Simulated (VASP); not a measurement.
# AlAs (F-43m) in VASP: a series of runs, part 3 of 4

VASP 6.6.1. The steps go on from the part before.

## (5) Single point, r2SCAN (24.25 Å³/atom)

This run uses another cell than the first one, of 24.25 Å³/atom.

POSCAR

```
AlAs
1.0
    0.0000000000      2.8946045107      2.8946045107
    2.8946045107      0.0000000000      2.8946045107
    2.8946045107      2.8946045107      0.0000000000
Al As
1 1
Direct
    0.0000000000      0.0000000000      0.0000000000
    0.2500000000      0.2500000000      0.2500000000
```

INCAR.step1

```
PREC = Accurate
ENCUT = 550
ISMEAR = 0
SIGMA = 0.01
LREAL = F
LASPH = T
NELM = 120
NBANDS = 11
GGA = PE
ALGO = Normal
EDIFF = 1E-5
LWAVE = T
LCHARG = F
GGA_COMPAT = F
```

INCAR.step2

```
PREC = Accurate
ENCUT = 550
EDIFF = 1E-6
ISMEAR = 0
SIGMA = 0.01
LREAL = F
LASPH = T
NELM = 120
ALGO = Normal
ISIF = 2
LWAVE = F
LCHARG = T
METAGGA = R2SCAN
LMIXTAU = T
LELF = T
LVHAR = T
NBANDS = 11
ISTART = 1
GGA_COMPAT = F
```

KPOINTS

```
Automatic mesh
0
Gamma
  6 6 6
```

Potentials or basis: VASP PAW PBE potentials, release 64 (Al, As).

Started as:

```sh
$ cat potpaw_PBE.64/Al/POTCAR potpaw_PBE.64/As/POTCAR > POTCAR
$ cp INCAR.step1 INCAR
$ mpirun -np 1 vasp_std > vasp.out
$ cp INCAR.step2 INCAR
$ mpirun -np 1 vasp_std > vasp.out
```

OUTCAR:

```text
PREC = Accurate
   ENCUT = 550
   EDIFF = 1E-6
   ISMEAR = 0
   LREAL = F
   LASPH = T
   NELM = 120
   ISIF = 2
   METAGGA = R2SCAN
   ISTART = 1

 ion  position               nearest neighbor table
   1  0.000  0.000  0.000-   2 2.51   2 2.51   2 2.51   2 2.51
   2  0.250  0.250  0.250-   1 2.51   1 2.51   1 2.51   1 2.51

  LATTYP: Found a face centered cubic cell.
 ALAT       =     5.7892090214

  Lattice vectors:

 A1 = (   0.0000000000,   2.8946045107,   2.8946045107)
 A2 = (   2.8946045107,   0.0000000000,   2.8946045107)
 A3 = (   2.8946045107,   2.8946045107,   0.0000000000)

Analysis of symmetry for initial positions (statically):
=====================================================================
 Subroutine PRICEL returns:
 Original cell was already a primitive cell.

 Routine SETGRP: Setting up the symmetry group for a
 face centered cubic supercell.

 Subroutine GETGRP returns: Found 24 space group operations
 (whereof 24 operations were pure point group operations)
 out of a pool of 48 trial point group operations.

The static configuration has the point symmetry T_d .

Analysis of symmetry for dynamics (positions and initial velocities):
=====================================================================
 Subroutine PRICEL returns:
 Original cell was already a primitive cell.

 Routine SETGRP: Setting up the symmetry group for a
 face centered cubic supercell.

 Subroutine GETGRP returns: Found 24 space group operations
 (whereof 24 operations were pure point group operations)
 out of a pool of 48 trial point group operations.

The dynamic configuration has the point symmetry T_d .

 Subroutine INISYM returns: Found 24 space group operations
 (whereof 24 operations are pure point group operations),
 and found     1 'primitive' translations

----------------------------------------------------------------------------------------

                                     Primitive cell

  volume of cell :      48.5062

  direct lattice vectors                    reciprocal lattice vectors
     0.000000000  2.894604511  2.894604511    -0.172735169  0.172735169  0.172735169
     2.894604511  0.000000000  2.894604511     0.172735169 -0.172735169  0.172735169
     2.894604511  2.894604511  0.000000000     0.172735169  0.172735169 -0.172735169

  length of vectors
     4.093588957  4.093588957  4.093588957     0.299186089  0.299186089  0.299186089

  position of ions in fractional coordinates (direct lattice)
     0.000000000  0.000000000  0.000000000
     0.250000000  0.250000000  0.250000000

  ion indices of the primitive-cell ions
   primitive index   ion index
                 1           1
                 2           2

----------------------------------------------------------------------------------------

 KPOINTS: Automatic mesh

Automatic generation of k-mesh.
 Grid dimensions read from file:
 generate k-points for:    6    6    6

 Generating k-lattice:

  Cartesian coordinates                     Fractional coordinates (reciprocal lattice)
    -0.028789195  0.028789195  0.028789195     0.166666667  0.000000000  0.000000000
     0.028789195 -0.028789195  0.028789195     0.000000000  0.166666667  0.000000000
     0.028789195  0.028789195 -0.028789195     0.000000000  0.000000000  0.166666667

  Length of vectors
     0.049864348  0.049864348  0.049864348

  Shift w.r.t. Gamma in fractional coordinates (k-lattice)
     0.000000000  0.000000000  0.000000000

 Subroutine IBZKPT returns following result:
 ===========================================

 Found     16 irreducible k-points:

 Following reciprocal coordinates:
            Coordinates               Weight
  0.000000  0.000000  0.000000      1.000000
  0.166667  0.000000  0.000000      8.000000
  0.333333  0.000000  0.000000      8.000000
  0.500000  0.000000  0.000000      4.000000
  0.166667  0.166667  0.000000      6.000000
  0.333333  0.166667  0.000000     24.000000
[... 8 lines left out ...]
 -0.333333  0.333333  0.166667     24.000000
 -0.333333  0.500000  0.166667     12.000000
   k-points           NKPTS =     16   k-points in BZ     NKDIM =     16   number of bands    NBANDS=     11
   number of dos      NEDOS =    301   number of ions     NIONS =      2
   total plane-waves  NPLWV =  32768
   dimension x,y,z NGX =    32 NGY =   32 NGZ =   32
   dimension x,y,z NGXF=    64 NGYF=   64 NGZF=   64
   ions per type =               1   1
   NGX,Y,Z   is equivalent  to a cutoff of  13.00, 13.00, 13.00 a.u.
   NGXF,Y,Z  is equivalent  to a cutoff of  25.99, 25.99, 25.99 a.u.
 SYSTEM =  unknown system
   PREC   = accura    normal or accurate (medium, high low for compatibility)
   ISTART =      1    job   : 0-new  1-cont  2-samecut
   ICHARG =      0    charge: 1-file 2-atom 10-const
   ISPIN  =      1    spin polarized calculation?
   LNONCOLLINEAR =      F non collinear calculations
   LSORBIT =      F    spin-orbit coupling
   LASPH  =      T    aspherical Exc in radial PAW
   ENCUT  =  550.0 eV  40.42 Ry    6.36 a.u.   7.83  7.83  7.83*2*pi/ulx,y,z
   NELM   =    120;   NELMIN=  2; NELMDL=  0     # of ELM steps
   EDIFF  = 0.1E-05   stopping-criterion for ELM
   LREAL  =      F    real-space projection
   EDIFFG = 0.1E-04   stopping-criterion for IOM
   NSW    =      0    number of steps for IOM
   IBRION =     -1    ionic relax: 0-MD 1-quasi-New 2-CG
   NFREE  =      0    steps in history (QN), initial steepest desc. (CG)
   ISIF   =      2    stress and relaxation
   ISYM   =      2    0-nonsym 1-usesym 2-fastsym
   POTIM  = 0.5000    time-step for ionic-motion
   TEBEG  =    0.0;   TEEND  =   0.0 temperature during run
   PSTRESS=    0.0 pullay stress
   NELECT =       8.0000    total number of electrons
   NUPDOWN=      -1.0000    fix difference up-down
   EMIN   =  10.00;   EMAX   =-10.00  energy-range for DOS
   EFERMI =   0.00;   METHOD = LEGACY
   ISMEAR =     0;   SIGMA  =   0.01  broadening in eV -4-tet -1-fermi 0-gaus
   EFERMI_NEDOS =   21; number of points for ismear=-14 and -15
   IALGO  =     38    algorithm
   IMIX   =      4    mixing-type and parameters
     AMIX     =   0.40;   BMIX     =  1.00
     AMIX_MAG =   1.60;   BMIX_MAG =  1.00
  volume/ion in A,a.u.               =      24.25       163.67
  Fermi-wavevector in a.u.,A,eV,Ry     =   0.897785  1.696567 10.966535  0.806018
  Thomas-Fermi vector in A             =   2.020412
   LORBIT       =      0    0 simple, 1 ext, 2 COOP (PROOUT), +10 PAW based schemes
   METAGGA = R2SCAN    functional components
   LHFCALC =     F    Hartree Fock is set to
   AEXX    =    0.0000 exact exchange contribution
   IVDW    =     0    specifies the selected vdW correction
   LEPSILON=     F    determine dielectric tensor
   LRPA    =     F    only Hartree local field effects (RPA)
 non-spin polarized calculation
 Gauss-broadening in eV      SIGMA  =   0.01
  energy-cutoff  :      550.00
  volume of cell :       48.51
 maximum number of plane-waves:      1435
   NGX = 15   NGY = 15   NGZ = 15

 number of electron       7.9999999 magnetization

 Free energy of the ion-electron system (eV)
  ---------------------------------------------------
  ext. energy  EPLUGINS =         0.00000000
  ---------------------------------------------------
  free energy    TOTEN  =       -22.65097672 eV

  energy without entropy =      -22.65097672  energy(sigma->0) =      -22.65097672

 E-fermi :   3.1664     XC(G=0):  -9.1837

 val. band max:        3.1160737649   @ k =   0.0000   0.0000   0.0000
 cond. band min:       5.0011763707   @ k =   0.5000   0.5000   0.0000
 fundamental gap:      1.8851026058
 Fermi energy:         3.1664009910

 k-point     1 :       0.0000    0.0000    0.0000
  band No.  band energies     occupation
      1      -8.8317      2.00000
      2       3.1161      2.00000
      3       3.1161      2.00000
      4       3.1161      2.00000
      5       5.2526      0.00000
      6       7.6970      0.00000
      7       7.6970      0.00000
      8       7.6970      0.00000
      9      12.4525      0.00000
     10      12.5018      0.00000
     11      12.5018      0.00000
[... 197 lines left out ...]
 k-point    16 :      -0.3333    0.5000    0.1667
  band No.  band energies     occupation
      1      -6.9640      2.00000
      2      -1.9765      2.00000
      3       0.3247      2.00000
      4       0.5755      2.00000
      5       6.6616      0.00000
      6       7.5265      0.00000
      7      10.5559      0.00000
      8      11.2179      0.00000
      9      14.0404      0.00000
     10      15.6279      0.00000
     11      16.0888      0.00000

------------------------ aborting loop because EDIFF is reached ----------------------------------------

  FORCE on cell =-STRESS in cart. coord.  units (eV):
  Direction    XX          YY          ZZ          XY          YZ          ZX
  --------------------------------------------------------------------------------------
  -------------------------------------------------------------------------------------
  Total       -1.1995408     -1.1995408     -1.1995408      0.0000000      0.0000000      0.0000000
  in kB      -39.6212259    -39.6212259    -39.6212259      0.0000000      0.0000000      0.0000000
  external PRESSURE =     -39.6212259 kB  Pullay stress =       0.0000000 kB

 VOLUME and BASIS-vectors are now :
 -----------------------------------------------------------------------------
  energy-cutoff  :      550.00
  volume of cell :       48.51
      direct lattice vectors                 reciprocal lattice vectors
     0.000000000  2.894604511  2.894604511    -0.172735169  0.172735169  0.172735169
     2.894604511  0.000000000  2.894604511     0.172735169 -0.172735169  0.172735169
     2.894604511  2.894604511  0.000000000     0.172735169  0.172735169 -0.172735169

 POSITION                                       TOTAL-FORCE (eV/Angst)
 -----------------------------------------------------------------------------------
      0.00000      0.00000      0.00000        -0.000000     -0.000000     -0.000000
      1.44730      1.44730      1.44730         0.000000      0.000000      0.000000
 -----------------------------------------------------------------------------------
    total drift:                                0.000000      0.000000      0.000000

  FREE ENERGIE OF THE ION-ELECTRON SYSTEM (eV)
  ---------------------------------------------------
  free  energy   TOTEN  =       -22.6509767178 eV

  energy  without entropy=      -22.6509767178  energy(sigma->0) =      -22.65097672
```

OUTCAR.step1:

```text
PREC = Accurate
   ENCUT = 550
   ISMEAR = 0
   LREAL = F
   LASPH = T
[... 433 lines left out ...]
 -----------------------------------------------------------------------------------
      0.00000      0.00000      0.00000        -0.000000     -0.000000     -0.000000
      1.44730      1.44730      1.44730         0.000000      0.000000      0.000000
 -----------------------------------------------------------------------------------
    total drift:                                0.000000      0.000000      0.000000

  FREE ENERGIE OF THE ION-ELECTRON SYSTEM (eV)
  ---------------------------------------------------
  free  energy   TOTEN  =        -9.3694933224 eV

  energy  without entropy=       -9.3694933224  energy(sigma->0) =       -9.36949332
```

Wall time 62 s (1 thread of Intel Xeon 8259CL, shared host); peak memory 0.18 GiB.

What came out:

| Quantity | Value |
| --- | --- |
| Free energy | -22.6510 eV |
| Pressure | -4.0 GPa |
| Band gap on the k mesh | 1.89 eV (least direct gap 2.14 eV) |

Caveat: the cell stands under tension; the PAW data sets were made with another functional, which shifts forces and pressure a little. r2SCAN opens gaps a little over a GGA but as a rule still falls short of measured ones.

[end of part 3 of 4]
